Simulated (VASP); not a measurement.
Here is a VASP 6.6.1 calculation.

The input INCAR:

```
SYSTEM = ZnS
PREC = Accurate
ENCUT = 400
EDIFF = 1E-6
ISMEAR = -1
SIGMA = 0.05
LREAL = Auto
LASPH = .True.
NELM = 120
ALGO = Normal
ISIF = 2
LWAVE = .False.
LCHARG = .True.
GGA = PS
LELF = .True.
LVHAR = .True.
ISYM = -1
NBANDS = 316
GGA_COMPAT = .False.
```

The input KPOINTS:

```
explicit points
1
Reciprocal
  0.25000000   0.25000000   0.25000000 1
```

The input POSCAR:

```
ZnS
1.0
   10.7125360000      0.0000000000      0.0000000000
    0.0000000000     10.7125360000      0.0000000000
    0.0000000000      0.0000000000     10.7125360000
Zn S
31 31
Direct
    0.0007770000      0.0008000000      0.0033330000
    0.9678660000      0.9680160000      0.4692180000
    0.9980750000      0.5028660000      0.0027620000
    0.0011380000      0.5032350000      0.4994440000
    0.5027760000      0.9980700000      0.0028020000
    0.5032230000      0.0011920000      0.4994140000
    0.5012200000      0.5012580000      0.0001850000
    0.2514950000      0.2515350000      0.0042230000
    0.2884800000      0.2885730000      0.4735690000
    0.2520740000      0.7481790000      0.0024330000
    0.2551180000      0.7410440000      0.4947170000
    0.7481430000      0.2521120000      0.0024590000
    0.7410110000      0.2551890000      0.4948010000
    0.7486850000      0.7487210000      0.0002490000
    0.7409850000      0.7410200000      0.5043380000
    0.2515670000      0.0016650000      0.2487130000
    0.2836030000      0.9684620000      0.7803120000
    0.2565450000      0.5095560000      0.2517710000
    0.2535490000      0.5000650000      0.7473550000
    0.7478030000      0.9993380000      0.2491080000
    0.7456650000      0.0001420000      0.7490950000
    0.7443750000      0.4957270000      0.2554020000
    0.7415170000      0.5084080000      0.7436030000
    0.0016070000      0.2516510000      0.2486610000
    0.9684730000      0.2835820000      0.7804130000
    0.9992750000      0.7478570000      0.2491260000
    0.0001340000      0.7457150000      0.7490840000
    0.5095310000      0.2565790000      0.2518010000
    0.5000180000      0.2535390000      0.7474280000
    0.4956950000      0.7444090000      0.2553980000
    0.5083930000      0.7415400000      0.7435850000
    0.1253230000      0.1253810000      0.1252630000
    0.1247180000      0.6255230000      0.1244990000
    0.1258470000      0.6251170000      0.6249200000
    0.6254430000      0.1247510000      0.1244790000
    0.6250710000      0.1258710000      0.6249310000
    0.6252550000      0.6252950000      0.1259840000
    0.6144080000      0.6144240000      0.6143310000
    0.3760150000      0.3760410000      0.1257460000
    0.3810080000      0.3809920000      0.6296510000
    0.3754450000      0.8748700000      0.1259660000
    0.3767900000      0.8723960000      0.6211220000
    0.8748470000      0.3755470000      0.1259090000
    0.8724200000      0.3767740000      0.6211920000
    0.8747720000      0.8748260000      0.1245270000
    0.8716820000      0.8717170000      0.6273070000
    0.3775240000      0.1254270000      0.3726940000
    0.3776370000      0.1270450000      0.8783250000
    0.3817570000      0.6187080000      0.3809610000
    0.3754470000      0.6264680000      0.8746480000
    0.8736120000      0.1280470000      0.3738380000
    0.8735330000      0.1224670000      0.8757500000
    0.8742150000      0.6253990000      0.3746500000
    0.8735920000      0.6239590000      0.8739510000
    0.1253690000      0.3775870000      0.3726570000
    0.1270560000      0.3777320000      0.8783080000
    0.1279280000      0.8737090000      0.3739020000
    0.1224490000      0.8736160000      0.8757310000
    0.6186920000      0.3817870000      0.3809710000
    0.6264290000      0.3754690000      0.8746640000
    0.6253780000      0.8742570000      0.3746280000
    0.6238840000      0.8736160000      0.8739570000
```

Potentials or basis: VASP PAW PBE potentials, release 64 (Zn, S).

The run is started by

```bash
$ cat potpaw_PBE.64/Zn/POTCAR potpaw_PBE.64/S/POTCAR > POTCAR
$ mpirun -np 1 vasp_std > vasp.out
```

Task: Estimate the largest force.

Result: 0.022 eV/Å.

Task: What does it give for the pressure?

Result: 0.3 GPa.

Forces in eV/Å, atoms in the order of the input:
```
Zn   0.000  0.001  0.000
Zn   0.005  0.003 -0.004
Zn   0.005 -0.007 -0.004
Zn   0.003 -0.001  0.003
Zn  -0.008  0.004 -0.005
Zn  -0.002  0.003  0.003
Zn  -0.003 -0.003  0.000
Zn  -0.003 -0.002  0.004
Zn  -0.009 -0.011  0.006
Zn  -0.006  0.002 -0.003
Zn   0.004 -0.001 -0.004
Zn   0.001 -0.005 -0.003
Zn  -0.001  0.004 -0.005
Zn  -0.004 -0.003  0.003
Zn  -0.005 -0.005  0.006
Zn  -0.002  0.008 -0.001
Zn  -0.005  0.004 -0.002
Zn   0.009  0.003  0.004
Zn   0.003 -0.002 -0.004
Zn  -0.002  0.004  0.000
Zn  -0.007  0.002 -0.002
Zn  -0.007 -0.005  0.005
Zn  -0.004  0.001 -0.004
Zn   0.007 -0.002 -0.001
Zn   0.004 -0.003 -0.004
Zn   0.004 -0.002  0.001
Zn   0.002 -0.006 -0.001
Zn   0.002  0.008  0.003
Zn  -0.002  0.001 -0.005
Zn  -0.005 -0.007  0.005
Zn   0.001 -0.005 -0.003
S   -0.001 -0.002 -0.001
S    0.001  0.006  0.001
S    0.001  0.000  0.001
S    0.007  0.001  0.002
S    0.001  0.001  0.003
S    0.005  0.005  0.000
S   -0.005 -0.006 -0.010
S    0.000 -0.001  0.000
S    0.015  0.017 -0.003
S    0.006  0.002  0.002
S   -0.004 -0.002 -0.005
S    0.001  0.004  0.003
S   -0.003 -0.003 -0.005
S    0.003  0.002 -0.003
S    0.004  0.005  0.002
S    0.001 -0.009 -0.004
S    0.002  0.003  0.000
S    0.009 -0.014  0.010
S    0.003  0.003  0.000
S   -0.005 -0.002  0.007
S    0.002  0.001  0.001
S   -0.002  0.002  0.001
S   -0.001  0.002 -0.003
S   -0.009  0.001 -0.002
S    0.003  0.000  0.001
S   -0.001 -0.006  0.005
S    0.002  0.000 -0.001
S   -0.014  0.009  0.010
S    0.003  0.004 -0.001
S    0.002 -0.003  0.002
S    0.003  0.000 -0.002
```

Caveat: the PAW data sets were made with another functional, which shifts forces and pressure a little.
